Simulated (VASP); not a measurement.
# BaTiO3 (R3m) in VASP: a series of runs

The runs below take BaTiO3 through single point, with PBE+U.

Everything below comes from runs of VASP 6.6.1. Logs are shortened: lines on timing, memory, paths and dates and some standing lists are left out, and cuts for length are marked.

## 1. The cell of the first run

It takes space group R3m (No. 160, trigonal). The conventional cell has a = 5.721 Å, b = 5.721 Å, c = 7.249 Å, α = 90.00°, β = 90.00°, γ = 120.00°. Ba (site symmetry 3m) has 12 O at 2.85 to 3.00 Å and 8 Ti at 3.49 to 3.70 Å within 3.8 Å. Within 2.5 Å of Ti (site symmetry 3m) lie 6 O at 1.92 to 2.18 Å. O (site symmetry m) has 2 Ti at 1.92 to 2.18 Å within 2.5 Å.

## 2. Single point, PBE+U (strain +0.000 along x and y, +0.030 along z)

The input, INCAR:

```
PREC = Accurate
ENCUT = 520
EDIFF = 1E-6
ISMEAR = 0
SIGMA = 0.05
LREAL = F
LASPH = T
NELM = 150
ALGO = Normal
ISIF = 2
LWAVE = F
LCHARG = T
LMAXMIX = 4
LDAU = T
LDAUTYPE = 2
LDAUL = -1 2 -1
LDAUU = 0 4 0
LDAUJ = 0 0 0
LDAUPRINT = 1
GGA = PE
LELF = T
LVHAR = T
NBANDS = 28
```

The input, KPOINTS:

```
Automatic mesh
0
Gamma
  6 6 6
```

The input, POSCAR:

```
BaTiO3
1.0
    2.8603720851      1.6514365933      2.4164351857
   -2.8603720851      1.6514365933      2.4164351857
    0.0000000000     -3.3028731867      2.4164351856
Ba Ti O
1 1 3
Direct
    0.0026800181      0.0026800181      0.0026800181
    0.5127992509      0.5127992509      0.5127992509
    0.4903227049      0.4903227049      0.9825753212
    0.4903227049      0.9825753212      0.4903227049
    0.9825753212      0.4903227049      0.4903227049
```

Potentials or basis: VASP PAW PBE potentials, release 64 (Ba_sv, Ti_sv, O).

Run with:

```sh
$ cat potpaw_PBE.64/Ba_sv/POTCAR potpaw_PBE.64/Ti_sv/POTCAR potpaw_PBE.64/O/POTCAR > POTCAR
$ mpirun -np 1 vasp_std > vasp.out
```

OUTCAR:

```text
PREC = Accurate
   ENCUT = 520
   EDIFF = 1E-6
   ISMEAR = 0
   LREAL = F
   LASPH = T
   NELM = 150
   ISIF = 2
   GGA = PE

 ion  position               nearest neighbor table
   1  0.003  0.003  0.003-   4 2.85   5 2.85   3 2.85   3 2.86   3 2.86   4 2.86   5 2.86   5 2.86
                             4 2.86   5 3.00   4 3.00   3 3.00   2 3.49   2 3.49   2 3.49   2 3.54
   2  0.513  0.513  0.513-   4 1.92   5 1.92   3 1.92   4 2.18   5 2.18   3 2.18   1 3.49   1 3.49
                             1 3.49   1 3.54   1 3.54   1 3.54   1 3.55   1 3.70
   3  0.490  0.490  0.983-   2 1.92   2 2.18   1 2.85   1 2.86   1 2.86   1 3.00
   4  0.490  0.983  0.490-   2 1.92   2 2.18   1 2.85   1 2.86   1 2.86   1 3.00
   5  0.983  0.490  0.490-   2 1.92   2 2.18   1 2.85   1 2.86   1 2.86   1 3.00

  LATTYP: Found a trigonal (rhomboedric) cell.
 ALAT       =     4.0924479586
 COS(alpha) =     0.0229681377

  Lattice vectors:

 A1 = (   2.8603720851,   1.6514365933,   2.4164351857)
 A2 = (  -2.8603720851,   1.6514365933,   2.4164351857)
 A3 = (   0.0000000000,  -3.3028731867,   2.4164351856)

Analysis of symmetry for initial positions (statically):
=====================================================================
 Subroutine PRICEL returns:
 Original cell was already a primitive cell.

 Routine SETGRP: Setting up the symmetry group for a
 trigonal (rhombohedral) supercell.

 Subroutine GETGRP returns: Found  6 space group operations
 (whereof  6 operations were pure point group operations)
 out of a pool of 12 trial point group operations.

The static configuration has the point symmetry C_3v.

Analysis of symmetry for dynamics (positions and initial velocities):
=====================================================================
 Subroutine PRICEL returns:
 Original cell was already a primitive cell.

 Routine SETGRP: Setting up the symmetry group for a
 trigonal (rhombohedral) supercell.

 Subroutine GETGRP returns: Found  6 space group operations
 (whereof  6 operations were pure point group operations)
 out of a pool of 12 trial point group operations.

The dynamic configuration has the point symmetry C_3v.

 Subroutine INISYM returns: Found  6 space group operations
 (whereof  6 operations are pure point group operations),
 and found     1 'primitive' translations

----------------------------------------------------------------------------------------

                                     Primitive cell

  volume of cell :      68.4874

  direct lattice vectors                    reciprocal lattice vectors
     2.860372085  1.651436593  2.416435186     0.174802433  0.100922232  0.137944248
    -2.860372085  1.651436593  2.416435186    -0.174802433  0.100922232  0.137944248
     0.000000000 -3.302873187  2.416435186     0.000000000 -0.201844464  0.137944248

  length of vectors
     4.092447959  4.092447959  4.092447959     0.244478635  0.244478635  0.244478635

  position of ions in fractional coordinates (direct lattice)
     0.002680018  0.002680018  0.002680018
     0.512799251  0.512799251  0.512799251
     0.490322705  0.490322705  0.982575321
     0.490322705  0.982575321  0.490322705
     0.982575321  0.490322705  0.490322705

  ion indices of the primitive-cell ions
   primitive index   ion index
                 1           1
                 2           2
                 3           3
                 4           4
                 5           5

----------------------------------------------------------------------------------------

 KPOINTS: Automatic mesh

Automatic generation of k-mesh.
 Grid dimensions read from file:
 generate k-points for:    6    6    6

 Generating k-lattice:

  Cartesian coordinates                     Fractional coordinates (reciprocal lattice)
     0.029133739  0.016820372  0.022990708     0.166666667 -0.000000000 -0.000000000
    -0.029133739  0.016820372  0.022990708    -0.000000000  0.166666667 -0.000000000
     0.000000000 -0.033640744  0.022990708     0.000000000  0.000000000  0.166666667

  Length of vectors
     0.040746439  0.040746439  0.040746439

  Shift w.r.t. Gamma in fractional coordinates (k-lattice)
     0.000000000  0.000000000  0.000000000

 Subroutine IBZKPT returns following result:
 ===========================================

 Found     32 irreducible k-points:

 Following reciprocal coordinates:
            Coordinates               Weight
  0.000000  0.000000  0.000000      1.000000
  0.166667  0.000000  0.000000      6.000000
  0.333333  0.000000  0.000000      6.000000
  0.500000  0.000000 -0.000000      3.000000
  0.166667  0.166667  0.000000      6.000000
  0.333333  0.166667 -0.000000     12.000000
[... 16 lines left out ...]
  0.500000  0.500000  0.166667      6.000000
 -0.333333  0.500000  0.166667     12.000000
 [... further k-points ...]
   k-points           NKPTS =     32   k-points in BZ     NKDIM =     32   number of bands    NBANDS=     28
   number of dos      NEDOS =    301   number of ions     NIONS =      5
   total plane-waves  NPLWV =  27000
   dimension x,y,z NGX =    30 NGY =   30 NGZ =   30
   dimension x,y,z NGXF=    60 NGYF=   60 NGZF=   60
   ions per type =               1   1   3
   NGX,Y,Z   is equivalent  to a cutoff of  12.19, 12.19, 12.19 a.u.
   NGXF,Y,Z  is equivalent  to a cutoff of  24.37, 24.37, 24.37 a.u.
 SYSTEM =  unknown system
   PREC   = accura    normal or accurate (medium, high low for compatibility)
   ISTART =      0    job   : 0-new  1-cont  2-samecut
   ICHARG =      2    charge: 1-file 2-atom 10-const
   ISPIN  =      1    spin polarized calculation?
   LNONCOLLINEAR =      F non collinear calculations
   LSORBIT =      F    spin-orbit coupling
   LASPH  =      T    aspherical Exc in radial PAW
   ENCUT  =  520.0 eV  38.22 Ry    6.18 a.u.   7.61  7.61  7.61*2*pi/ulx,y,z
   NELM   =    150;   NELMIN=  2; NELMDL= -5     # of ELM steps
   EDIFF  = 0.1E-05   stopping-criterion for ELM
   LREAL  =      F    real-space projection
   EDIFFG = 0.1E-04   stopping-criterion for IOM
   NSW    =      0    number of steps for IOM
   IBRION =     -1    ionic relax: 0-MD 1-quasi-New 2-CG
   NFREE  =      0    steps in history (QN), initial steepest desc. (CG)
   ISIF   =      2    stress and relaxation
   ISYM   =      2    0-nonsym 1-usesym 2-fastsym
   POTIM  = 0.5000    time-step for ionic-motion
   TEBEG  =    0.0;   TEEND  =   0.0 temperature during run
   PSTRESS=    0.0 pullay stress
   NELECT =      40.0000    total number of electrons
   NUPDOWN=      -1.0000    fix difference up-down
   EMIN   =  10.00;   EMAX   =-10.00  energy-range for DOS
   EFERMI =   0.00;   METHOD = LEGACY
   ISMEAR =     0;   SIGMA  =   0.05  broadening in eV -4-tet -1-fermi 0-gaus
   EFERMI_NEDOS =   21; number of points for ismear=-14 and -15
   IALGO  =     38    algorithm
   IMIX   =      4    mixing-type and parameters
     AMIX     =   0.40;   BMIX     =  1.00
     AMIX_MAG =   1.60;   BMIX_MAG =  1.00
  volume/ion in A,a.u.               =      13.70        92.44
  Fermi-wavevector in a.u.,A,eV,Ry     =   1.368436  2.585969 25.478509  1.872618
  Thomas-Fermi vector in A             =   2.494400
   LORBIT       =      0    0 simple, 1 ext, 2 COOP (PROOUT), +10 PAW based schemes
 LDA+U is selected, type is set to LDAUTYPE =  2
   angular momentum for each species LDAUL =    -1    2   -1
   U (eV)           for each species LDAUU =   0.0  4.0  0.0
   J (eV)           for each species LDAUJ =   0.0  0.0  0.0
   GGA     = PE    functional components
   LHFCALC =     F    Hartree Fock is set to
   AEXX    =    0.0000 exact exchange contribution
   IVDW    =     0    specifies the selected vdW correction
   LEPSILON=     F    determine dielectric tensor
   LRPA    =     F    only Hartree local field effects (RPA)
 non-spin polarized calculation
 Gauss-broadening in eV      SIGMA  =   0.05
  energy-cutoff  :      520.00
  volume of cell :       68.49
 maximum number of plane-waves:      1858
   NGX = 15   NGY = 15   NGZ = 15

atom =   2  type =  2  l = 2

 onsite density matrix

spin component  1

  0.1557 -0.0000  0.0000  0.0606  0.0000
 -0.0000  0.1879  0.0000 -0.0000  0.0606
  0.0000  0.0000  0.1060  0.0000  0.0000
  0.0606 -0.0000  0.0000  0.1879 -0.0000
  0.0000  0.0606  0.0000 -0.0000  0.1557

spin component  2

  0.1557 -0.0000  0.0000  0.0606  0.0000
 -0.0000  0.1879  0.0000 -0.0000  0.0606
  0.0000  0.0000  0.1060  0.0000  0.0000
  0.0606 -0.0000  0.0000  0.1879 -0.0000
  0.0000  0.0606  0.0000 -0.0000  0.1557

 occupancies and eigenvectors

  o =  0.1060  v =  0.0000  0.0000  1.0000  0.0000 -0.0000  0.0000  0.0000  0.0000  0.0000  0.0000      0.0000  0.0000  0.0000  0.0000  0.0000  0.0000  0.0000  0.0000  0.0000  0.0000
  o =  0.1060  v =  0.0000  0.0000  0.0000  0.0000  0.0000  0.0000  0.0000  1.0000  0.0000 -0.0000      0.0000  0.0000  0.0000  0.0000  0.0000  0.0000  0.0000  0.0000  0.0000  0.0000
  o =  0.1091  v =  0.0000  0.0000  0.0000  0.0000  0.0000 -0.7926  0.0000  0.0000  0.6098  0.0000      0.0000  0.0000  0.0000  0.0000  0.0000  0.0000  0.0000  0.0000  0.0000  0.0000
  o =  0.1091  v = -0.7926  0.0000  0.0000  0.6098  0.0000  0.0000  0.0000  0.0000  0.0000  0.0000      0.0000  0.0000  0.0000  0.0000  0.0000  0.0000  0.0000  0.0000  0.0000  0.0000
  o =  0.1091  v =  0.0000 -0.6098  0.0000  0.0000  0.7926  0.0000  0.0000  0.0000  0.0000  0.0000      0.0000  0.0000  0.0000  0.0000  0.0000  0.0000  0.0000  0.0000  0.0000  0.0000
  o =  0.1091  v =  0.0000  0.0000  0.0000  0.0000  0.0000  0.0000 -0.6098  0.0000  0.0000  0.7926      0.0000  0.0000  0.0000  0.0000  0.0000  0.0000  0.0000  0.0000  0.0000  0.0000
  o =  0.2345  v =  0.6098  0.0000  0.0000  0.7926  0.0000  0.0000  0.0000  0.0000  0.0000  0.0000      0.0000  0.0000  0.0000  0.0000  0.0000  0.0000  0.0000  0.0000  0.0000  0.0000
  o =  0.2345  v =  0.0000  0.0000  0.0000  0.0000  0.0000  0.6098  0.0000  0.0000  0.7926  0.0000      0.0000  0.0000  0.0000  0.0000  0.0000  0.0000  0.0000  0.0000  0.0000  0.0000
  o =  0.2345  v =  0.0000 -0.7926 -0.0000  0.0000 -0.6098  0.0000  0.0000  0.0000  0.0000  0.0000      0.0000  0.0000  0.0000  0.0000  0.0000  0.0000  0.0000  0.0000  0.0000  0.0000
  o =  0.2345  v =  0.0000  0.0000  0.0000  0.0000  0.0000  0.0000 -0.7926 -0.0000  0.0000 -0.6098      0.0000  0.0000  0.0000  0.0000  0.0000  0.0000  0.0000  0.0000  0.0000  0.0000

 number of electron      40.0000006 magnetization

 Free energy of the ion-electron system (eV)
  ---------------------------------------------------
  ext. energy  EPLUGINS =         0.00000000
  ---------------------------------------------------
  free energy    TOTEN  =       -37.29463312 eV

  energy without entropy =      -37.29463312  energy(sigma->0) =      -37.29463312

 E-fermi :   3.6513     XC(G=0): -10.9078

 val. band max:        3.4249053149   @ k =   0.5000   0.5000   0.5000
 cond. band min:       5.9471571920   @ k =   0.0000   0.0000   0.0000
 fundamental gap:      2.5222518771
 Fermi energy:         3.6513246283

 k-point     1 :       0.0000    0.0000    0.0000
  band No.  band energies     occupation
      1     -54.2898      2.00000
      2     -30.4559      2.00000
      3     -30.4559      2.00000
      4     -30.4457      2.00000
      5     -21.5441      2.00000
      6     -13.3163      2.00000
[... 20 lines left out ...]
     27       8.4152      0.00000
     28      10.0047      0.00000

 k-point     2 :       0.1667    0.0000    0.0000
  band No.  band energies     occupation
      1     -54.2897      2.00000
      2     -30.4622      2.00000
      3     -30.4555      2.00000
      4     -30.4471      2.00000
      5     -21.5236      2.00000
      6     -13.3191      2.00000
[... 20 lines left out ...]
     27       8.8949      0.00000
     28      10.6400      0.00000

 k-point     3 :       0.3333    0.0000    0.0000
  band No.  band energies     occupation
      1     -54.2894      2.00000
      2     -30.4774      2.00000
      3     -30.4549      2.00000
      4     -30.4475      2.00000
      5     -21.4819      2.00000
      6     -13.3818      2.00000
[... 616 lines left out ...]
      3     -30.4805      2.00000
      4     -30.4571      2.00000
      5     -21.3914      2.00000
      6     -12.8120      2.00000
[... 20 lines left out ...]
     27      11.5830      0.00000
     28      11.9006      0.00000

 k-point    24 :      -0.3333    0.5000    0.1667
  band No.  band energies     occupation
      1     -54.2886      2.00000
      2     -30.4839      2.00000
      3     -30.4746      2.00000
      4     -30.4571      2.00000
      5     -21.4050      2.00000
      6     -12.9703      2.00000
[... 20 lines left out ...]
     27      11.2447      0.00000
     28      11.6529      0.00000

 [... further k-points ...]

------------------------ aborting loop because EDIFF is reached ----------------------------------------

  FORCE on cell =-STRESS in cart. coord.  units (eV):
  Direction    XX          YY          ZZ          XY          YZ          ZX
  --------------------------------------------------------------------------------------
  -------------------------------------------------------------------------------------
  Total        0.4796375      0.4796375     -2.2532357     -0.0000000      0.0000000      0.0000000
  in kB       11.2205165     11.2205165    -52.7116207     -0.0000000      0.0000000      0.0000000
  external PRESSURE =     -10.0901959 kB  Pullay stress =       0.0000000 kB

 VOLUME and BASIS-vectors are now :
 -----------------------------------------------------------------------------
  energy-cutoff  :      520.00
  volume of cell :       68.49
      direct lattice vectors                 reciprocal lattice vectors
     2.860372085  1.651436593  2.416435186     0.174802433  0.100922232  0.137944248
    -2.860372085  1.651436593  2.416435186    -0.174802433  0.100922232  0.137944248
     0.000000000 -3.302873187  2.416435186     0.000000000 -0.201844464  0.137944248

 POSITION                                       TOTAL-FORCE (eV/Angst)
 -----------------------------------------------------------------------------------
      0.00000     -0.00000      0.01943        -0.000000     -0.000000      0.013841
      0.00000     -0.00000      3.71744        -0.000000      0.000000     -0.231510
      0.00000     -1.62585      4.74400        -0.000000     -0.166924      0.072556
     -1.40803      0.81292      4.74400        -0.144561      0.083462      0.072556
      1.40803      0.81292      4.74400         0.144561      0.083462      0.072556
 -----------------------------------------------------------------------------------
    total drift:                               -0.000000      0.000001      0.000790

  FREE ENERGIE OF THE ION-ELECTRON SYSTEM (eV)
  ---------------------------------------------------
  free  energy   TOTEN  =       -37.2946331204 eV

  energy  without entropy=      -37.2946331204  energy(sigma->0) =      -37.29463312
```

Wall time 53 s (1 thread of Intel Xeon 6975P-C, shared host); peak memory 0.21 GiB.

What came out:

```yaml
Free_energy: -37.2946 eV
Pressure: -1.0 GPa
Largest_force: 0.232 eV/Å
Band_gap_on_the_k_mesh: 2.52 eV, indirect (least direct gap 2.89 eV)
```

Forces in eV/Å, atoms in the order of the input:
```
Ba   0.000  0.000  0.014
Ti   0.000  0.000 -0.232
O    0.000 -0.167  0.073
O   -0.145  0.083  0.073
O    0.145  0.083  0.073
```

Stress tensor (GPa, compression positive):
```
 1.12  0.00  0.00
 0.00  1.12  0.00
 0.00  0.00 -5.27
```

Eigenvalues of the final occupation matrices:
```csv
site,spin,trace,eigenvalues
site 2 d,1,0.79,0.11 0.11 0.11 0.23 0.23
site 2 d,2,0.79,0.11 0.11 0.11 0.23 0.23
```

Caveat: the cell differs from its parent crystal (strain +0.000 along x and y, +0.030 along z); spin-orbit coupling is left out, which moves the levels of the heavy elements. A k mesh can miss the band edges.

## 3. Single point, PBE+U (strain +0.015 along x and y, +0.000 along z)

The input, INCAR:

```
SYSTEM = BaTiO3
PREC = Accurate
ENCUT = 520
EDIFF = 1E-6
ISMEAR = 0
SIGMA = 0.05
LREAL = .False.
LASPH = .True.
NELM = 150
ALGO = Normal
ISIF = 2
LWAVE = .False.
LCHARG = .False.
LMAXMIX = 4
LDAU = .True.
LDAUTYPE = 2
LDAUL = -1 2 -1
LDAUU = 0 4 0
LDAUJ = 0 0 0
LDAUPRINT = 1
GGA = PE
NBANDS = 28
```

The input, KPOINTS:

```
regular mesh
0
Gamma
  6 6 6
  0 0 0
```

Changes to POSCAR since step 2:

```diff
@@ -2,5 +2,5 @@
 1.0
-    2.8603720851      1.6514365933      2.4164351857
-   -2.8603720851      1.6514365933      2.4164351857
-    0.0000000000     -3.3028731867      2.4164351856
+    2.9032776664      1.6762081422      2.3460535783
+   -2.9032776664      1.6762081422      2.3460535783
+    0.0000000000     -3.3524162845      2.3460535783
 Ba Ti O
```

Potentials or basis: VASP PAW PBE potentials, release 64 (Ba_sv, Ti_sv, O).

Run with:

```sh
$ cat potpaw_PBE.64/Ba_sv/POTCAR potpaw_PBE.64/Ti_sv/POTCAR potpaw_PBE.64/O/POTCAR > POTCAR
$ mpirun -np 1 vasp_std > vasp.out
```

Run time: 70 s. Hardware: 1 thread of Intel Xeon 6975P-C, shared host; peak memory 0.21 GiB.

Results (log left out):

```yaml
Free_energy: -37.3162 eV
Pressure: -1.3 GPa
Largest_force: 0.340 eV/Å
Band_gap_on_the_k_mesh: 2.53 eV, indirect (least direct gap 2.98 eV)
```

Forces in eV/Å, atoms in the order of the input:
```
Ba   0.000  0.000 -0.021
Ti   0.000  0.000 -0.340
O    0.000 -0.094  0.120
O   -0.081  0.047  0.120
O    0.081  0.047  0.120
```

Stress tensor (GPa, compression positive):
```
-2.33  0.00  0.00
 0.00 -2.33  0.00
 0.00  0.00  0.67
```

Levels at points of the mesh, in eV from the valence-band top:
```csv
k point,band 17,band 18,band 19,band 20,band 21,band 22,band 23,band 24
"(0.00, 0.00, 0.00)",-1.03,-0.46,-0.46,-0.45,2.53,2.53,2.57,3.95
"(0.50, 0.00, 0.00)",-1.62,-1.54,-0.92,-0.90,2.68,3.78,3.85,3.95
"(0.50, 0.50, 0.00)",-1.82,-0.93,-0.91,-0.10,3.84,3.87,4.20,4.46
"(0.50, 0.50, 0.50)",-2.25,-0.04,-0.04,0.00,4.29,4.43,4.43,6.26
```

Eigenvalues of the final occupation matrices:
```
    site  spin  trace               eigenvalues
site 2 d     1   0.79  0.11 0.11 0.11 0.23 0.23
site 2 d     2   0.79  0.11 0.11 0.11 0.23 0.23
```

Caveat: the cell differs from its parent crystal (strain +0.015 along x and y, +0.000 along z); spin-orbit coupling is left out, which moves the levels of the heavy elements. A k mesh can miss the band edges.
